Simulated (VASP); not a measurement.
## MoS2: electric field gradients with PBEsol

The system is MoS2.

```
Mo S
1.0
     1.54922    0.89444    5.99833
    -1.54922    0.89444    5.99833
     0.00000   -1.78888    5.99833
Mo S
1 2
Direct
  0.00000 0.00000 0.00000
  0.74840 0.74840 0.74840
  0.58490 0.58490 0.58490
```

```yaml
Program: VASP 6.6.1
Task: electric field gradients
Functional: PBEsol
Potentials_or_basis: VASP PAW PBE potentials, release 64 (Mo_sv, S)
Cutoff: 520 eV
k_mesh: 13 × 13 × 13
Occupations: fermi-dirac, width 0.05 eV
Spin: no spin polarisation
Dipole_correction: no
Further_INCAR_settings: ALGO = Normal; EDIFF = 1e-08; NBANDS = 20
```

```
Pressure                                : 16.1 GPa
Largest force                           : 2.270 eV/Å
Band gap on the k mesh                  : 0.73 eV (least direct gap 1.97 eV)
Largest electric field gradient by atom : Mo -100.9; S -67.4, -65.7 V/Å²
```

Forces in eV/Å, atoms in the order of the input:
```
Mo   0.000  0.000 -0.004
S    0.000  0.000  2.270
S    0.000  0.000 -2.266
```

Stress tensor (GPa, compression positive):
```
13.04  0.00  0.00
 0.00 13.04  0.00
 0.00  0.00 22.18
```

Levels at points of the mesh, in eV from the valence-band top:
```
           k point  band 9  band 10  band 11  band 12  band 13  band 14  band 15  band 16  band 17  band 18
(0.00, 0.00, 0.00)   -4.21    -2.88    -2.88    -1.43    -1.38     1.96     1.96     2.62     2.62     5.33
```

Electric field gradients, principal values (V/Å²):
```
atom   least  middle  greatest (by size)
1 Mo  50.427  50.427            -100.853
 2 S  33.723  33.723             -67.445
 3 S  32.849  32.849             -65.699
```

Wall time 4.3 min on 1 thread of Intel(R) Xeon(R) 6975P-C (Granite Rapids) (shared host), peak memory 0.45 GiB.

Caveat: the cell stands under pressure; without QUAD_EFG the Cq values of the log hold for a quadrupole moment of 1 mb, not for the nuclei; the PAW data sets were made with another functional, which shifts forces and pressure a little; an odd mesh through Γ misses points on the zone boundary, where band edges can lie.
